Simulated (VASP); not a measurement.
# P (R-3m) in VASP: vibrations by perturbation theory with LDA

Aim: the vibrations by perturbation theory of P with LDA.

Program: VASP 6.6.1. These are calculated values, not measurements. Logs are shortened: lines on timing, memory, paths and dates and some standing lists are left out, and cuts for length are marked.

**1. The cell of the first run**

It takes space group R-3m (No. 166, trigonal). Conventional cell: a = 3.451 Å, b = 3.451 Å, c = 9.389 Å, α = 90.00°, β = 90.00°, γ = 120.00°. P (site symmetry 3m) has 6 P at 2.29 to 2.82 Å within 3.0 Å.

**2. Vibrations by perturbation theory, LDA**

The input, INCAR:

```
SYSTEM = P
  ALGO = Normal
  EDIFF = 1E-8
  ENCUT = 520
  IBRION = 8
  ISIF = 2
  ISMEAR = -1
  LASPH = .True.
  LCHARG = .False.
  LREAL = .False.
  LWAVE = .False.
  NBANDS = 12
  NELM = 80
  NSW = 1
  PREC = Accurate
  SIGMA = 0.05
```

The input, KPOINTS:

```
k-points
0
Gamma
  3 3 3
  0 0 0
```

The input, POSCAR:

```
P
1.0
    1.7257250000      0.9963480000      3.1296800000
   -1.7257250000      0.9963480000      3.1296800000
    0.0000000000     -1.9926960000      3.1296800000
P
2
Direct
    0.2270800000      0.2270800000      0.2270800000
    0.7729200000      0.7729200000      0.7729200000
```

Potentials or basis: VASP PAW LDA potentials, release 64 (P).

On the command line:

```sh
> cat potpaw_LDA.64/P/POTCAR > POTCAR
> mpirun -np 1 vasp_std > vasp.out
```

OUTCAR:

```text
SYSTEM = P
   EDIFF = 1E-8
   ENCUT = 520
   IBRION = 8
   ISIF = 2
   ISMEAR = -1
   LASPH = .True.
   LREAL = .False.
   NELM = 80
   NSW = 1
   PREC = Accurate

 ion  position               nearest neighbor table
   1  0.227  0.227  0.227-   2 2.29   2 2.29   2 2.29   2 2.82   2 2.82   2 2.82
   2  0.773  0.773  0.773-   1 2.29   1 2.29   1 2.29   1 2.82   1 2.82   1 2.82

  LATTYP: Found a trigonal (rhomboedric) cell.
 ALAT       =     3.7102200764
 COS(alpha) =     0.5673128971

  Lattice vectors:

 A1 = (   1.7257250000,   0.9963480000,   3.1296800000)
 A2 = (  -1.7257250000,   0.9963480000,   3.1296800000)
 A3 = (   0.0000000000,  -1.9926960000,   3.1296800000)

Analysis of symmetry for initial positions (statically):
=====================================================================
 Subroutine PRICEL returns:
 Original cell was already a primitive cell.

 Routine SETGRP: Setting up the symmetry group for a
 trigonal (rhombohedral) supercell.

 Subroutine GETGRP returns: Found 12 space group operations
 (whereof 12 operations were pure point group operations)
 out of a pool of 12 trial point group operations.

The static configuration has the point symmetry D_3d.

Analysis of symmetry for dynamics (positions and initial velocities):
=====================================================================
 Subroutine PRICEL returns:
 Original cell was already a primitive cell.

 Routine SETGRP: Setting up the symmetry group for a
 trigonal (rhombohedral) supercell.

 Subroutine GETGRP returns: Found 12 space group operations
 (whereof 12 operations were pure point group operations)
 out of a pool of 12 trial point group operations.

The dynamic configuration has the point symmetry D_3d.

 Subroutine INISYM returns: Found 12 space group operations
 (whereof 12 operations are pure point group operations),
 and found     1 'primitive' translations

----------------------------------------------------------------------------------------

                                     Primitive cell

  volume of cell :      32.2875

  direct lattice vectors                    reciprocal lattice vectors
     1.725725000  0.996348000  3.129680000     0.289733300  0.167277564  0.106507162
    -1.725725000  0.996348000  3.129680000    -0.289733300  0.167277564  0.106507162
     0.000000000 -1.992696000  3.129680000     0.000000000 -0.334555129  0.106507162

  length of vectors
     3.710220076  3.710220076  3.710220243     0.351099622  0.351099622  0.351099572

  position of ions in fractional coordinates (direct lattice)
     0.227080000  0.227080000  0.227080000
     0.772920000  0.772920000  0.772920000

  ion indices of the primitive-cell ions
   primitive index   ion index
                 1           1
                 2           2

----------------------------------------------------------------------------------------

 KPOINTS: k-points

Automatic generation of k-mesh.
 Grid dimensions read from file:
 generate k-points for:    3    3    3

 Generating k-lattice:

  Cartesian coordinates                     Fractional coordinates (reciprocal lattice)
     0.096577767  0.055759188  0.035502387     0.333333333 -0.000000000 -0.000000000
    -0.096577767  0.055759188  0.035502387    -0.000000000  0.333333333 -0.000000000
     0.000000000 -0.111518376  0.035502387    -0.000000000 -0.000000000  0.333333333

  Length of vectors
     0.117033207  0.117033207  0.117033191

  Shift w.r.t. Gamma in fractional coordinates (k-lattice)
[... 76 lines left out ...]
  ext. energy  EPLUGINS =         0.00000000
  ---------------------------------------------------
  free energy    TOTEN  =       -12.05322651 eV

  energy without entropy =      -12.04802632  energy(sigma->0) =      -12.05062641

 E-fermi :   9.1686     XC(G=0): -10.8931

 val. band max:        9.0485053087   @ k =   0.3333   0.3333   0.3333
 cond. band min:       9.3405321576   @ k =   0.3333   0.3333   0.3333
 fundamental gap:      0.2920268488
 Fermi energy:         9.1685988000

 k-point     1 :       0.0000    0.0000    0.0000
  band No.  band energies     occupation
      1      -7.5294      2.00000
      2       5.2673      2.00000
      3       5.7497      2.00000
      4       6.0960      2.00000
      5       6.0960      2.00000
      6      10.3618      0.00000
      7      11.5718      0.00000
      8      11.5718      0.00000
      9      14.6479      0.00000
     10      14.6479      0.00000
     11      15.9104      0.00000
     12      16.0223      0.00000
[... 63 lines left out ...]
      1      -4.2058      2.00000
      2      -1.4112      2.00000
      3       1.2564      2.00000
      4       4.4524      2.00000
      5       6.2460      2.00000
      6      11.3741      0.00000
      7      11.3937      0.00000
      8      15.1810      0.00000
      9      15.6996      0.00000
     10      17.0045      0.00000
     11      17.8866      0.00000
     12      21.9579      0.00000

------------------------ aborting loop because EDIFF is reached ----------------------------------------

  FORCE on cell =-STRESS in cart. coord.  units (eV):
  Direction    XX          YY          ZZ          XY          YZ          ZX
  --------------------------------------------------------------------------------------
  -------------------------------------------------------------------------------------
  Total        0.9337894      0.9337898     -0.7006781      0.0000000      0.0000000      0.0000000
  in kB       46.3367637     46.3367829    -34.7692472      0.0000000      0.0000000      0.0000000
  external PRESSURE =      19.3014331 kB  Pullay stress =       0.0000000 kB

 VOLUME and BASIS-vectors are now :
 -----------------------------------------------------------------------------
  energy-cutoff  :      520.00
  volume of cell :       32.29
      direct lattice vectors                 reciprocal lattice vectors
     1.725725000  0.996348000  3.129680000     0.289733300  0.167277564  0.106507162
    -1.725725000  0.996348000  3.129680000    -0.289733300  0.167277564  0.106507162
     0.000000000 -1.992696000  3.129680000     0.000000000 -0.334555129  0.106507162

 POSITION                                       TOTAL-FORCE (eV/Angst)
 -----------------------------------------------------------------------------------
      0.00000      0.00000      2.13206         0.000000     -0.000000     -0.600707
      0.00000      0.00000      7.25698         0.000000      0.000000      0.600707
 -----------------------------------------------------------------------------------
    total drift:                                0.000000      0.000000     -0.000000

  FREE ENERGIE OF THE ION-ELECTRON SYSTEM (eV)
  ---------------------------------------------------
  free  energy   TOTEN  =       -12.0532265060 eV

  energy  without entropy=      -12.0480263197  energy(sigma->0) =      -12.05062641

[... ionic steps 2 to 3 ...]

--------------------------------------- Ionic step        4  -------------------------------------------

------------------------ aborting loop because EDIFF is reached ----------------------------------------

[... ionic steps 5 to 5 ...]

--------------------------------------- Ionic step        6  -------------------------------------------

 Free energy of the ion-electron system (eV)
  ---------------------------------------------------
  ---------------------------------------------------
  free energy    TOTEN  =        -0.04407751 eV

  energy without entropy =       -0.04404913

------------------------ aborting loop because EDIFF is reached ----------------------------------------

 INTERNAL STRAIN TENSOR  FOR ION    1  DIRECTION 3   (eV/Angst):
 -----------------------------------------------------------------------------
    -6.09999  0.00000 -0.00000
     0.00000 -6.09999  0.00000
     0.00000 -0.00000 -7.15081

 INTERNAL STRAIN TENSOR FOR ION    2 for displacements in x,y,z  (eV/Angst):
          X           Y           Z          XY          YZ          ZX
  --------------------------------------------------------------------------------
  x    -0.00000     0.00000     0.00000    11.71684     0.00000     1.79472
  y    11.71684   -11.71685     0.00000     0.00000     1.71406     0.00000
  z     6.09999     6.09999     7.15081     0.00000     0.00000     0.00000

 SECOND DERIVATIVES (NOT SYMMETRIZED)
 ------------------------------------
               1X          1Y          1Z          2X          2Y          2Z
  1X    -0.217108    0.000000   -0.000000    0.217108    0.000000    0.000000
  1Y    -0.000000   -0.217108    0.000000    0.000000    0.217108    0.000000
  1Z     0.000000    0.000000   -7.895371    0.000000    0.000000    7.895371
  2X     0.217108    0.000000    0.000000   -0.217108    0.000000   -0.000000
  2Y     0.000000    0.217108    0.000000   -0.000000   -0.217108    0.000000
  2Z     0.000000    0.000000    7.895371    0.000000    0.000000   -7.895371

 Eigenvectors and eigenvalues of the dynamical matrix
 ----------------------------------------------------

   1 f  =   11.162291 THz    70.134743 2PiTHz  372.333953 cm-1    46.163506 meV
             X         Y         Z           dx          dy          dz
      0.000000  0.000000  2.132063    -0.000000    0.000000   -0.707107
      0.000000  0.000000  7.256977     0.000000    0.000000    0.707107
[... 11 lines left out ...]
   4 f  =    0.000000 THz     0.000000 2PiTHz    0.000000 cm-1     0.000000 meV
             X         Y         Z           dx          dy          dz
      0.000000  0.000000  2.132063     0.000000    0.000000    0.707107
      0.000000  0.000000  7.256977    -0.000000    0.000000    0.707107

   5 f/i=    0.000000 THz     0.000000 2PiTHz    0.000001 cm-1     0.000000 meV
             X         Y         Z           dx          dy          dz
      0.000000  0.000000  2.132063    -0.141940   -0.692714   -0.000000
      0.000000  0.000000  7.256977    -0.141940   -0.692714    0.000000

   6 f/i=    0.000000 THz     0.000000 2PiTHz    0.000001 cm-1     0.000000 meV
             X         Y         Z           dx          dy          dz
      0.000000  0.000000  2.132063     0.692714   -0.141940    0.000000
      0.000000  0.000000  7.256977     0.692714   -0.141940    0.000000

--------------------------------------------------------------------------------------------------------

 ELASTIC MODULI CONTR FROM IONIC RELAXATION (kBar)
 Direction    XX          YY          ZZ          XY          YZ          ZX
 --------------------------------------------------------------------------------
 XX      -31611.5706  31143.8563   -274.1501     -0.0000  -4590.2594     -0.0000
 YY       31143.8563 -31611.5968   -274.1503      0.0000   4590.2613      0.0000
 ZZ        -274.1501   -274.1503   -321.3767      0.0000     -0.0000      0.0000
 XY          -0.0000      0.0000      0.0000 -31377.7200     -0.0000  -4806.2539
 YZ       -4590.2594   4590.2613     -0.0000     -0.0000   -671.5112     -0.0000
 ZX          -0.0000      0.0000      0.0000  -4806.2539     -0.0000   -736.1936
 --------------------------------------------------------------------------------
```

It took 23 s on 1 thread of AMD EPYC 7R43 (Zen 3), shared host; peak memory 0.11 GiB.

What came out:

```yaml
Highest_phonon_frequency_at_Γ: 372 cm⁻¹
```

Phonon frequencies in cm⁻¹ (negative: imaginary):
```csv
q point,frequencies
"(0.000, 0.000, 0.000)",0 0 0 62 62 372
```

Caveat: the k points lie up to 0.74 Å⁻¹ apart; the cell wasn't relaxed at this level first, which shifts response properties.
